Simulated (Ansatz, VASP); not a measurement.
## Two plane-wave programs on AlN

```
CELL_PARAMETERS angstrom
3.20433 0.00000 0.00000
-1.60217 2.77503 0.00000
0.00000 0.00000 5.05267
ATOMIC_POSITIONS crystal
Al 0.33333 0.66667 0.00000
Al 0.66667 0.33333 0.50000
N 0.33333 0.66667 0.38500
N 0.66667 0.33333 0.88500
```

Change from the starting cell: strain +0.030 along x and y, +0.015 along z, atoms carried along.

Alike in both runs: task single point; functional LDA; k mesh 9 × 9 × 6; occupations gaussian, width 0.05 eV; no spin polarisation.

```csv
,VASP,Ansatz
version,VASP 6.6.1,Ansatz 0.2.0
potentials or method,"VASP PAW LDA potentials, release 64 (Al, N), cutoff 520 eV","scalar-relativistic, plane waves, PAW"
valence electrons in the cell,16,16
```

```csv
,VASP,Ansatz,Ansatz less VASP
gap on the k mesh at the Fermi level (eV),3.51,3.51,-0.005
least direct gap on the mesh (eV),3.51,3.51,-0.005
pressure (GPa),-16.5,-16.9,-0.34
"traceless stress, the component that is largest in VASP (GPa)",3.04,3.03,-0.011
rms of the force components (eV/Å),0.044,0.046,+0.0013
```

LDA's correlation is that of Perdew and Zunger in VASP and of Perdew and Wang (1992) in Ansatz. Atom by atom the forces differ by 0.001 eV/Å (rms over components).
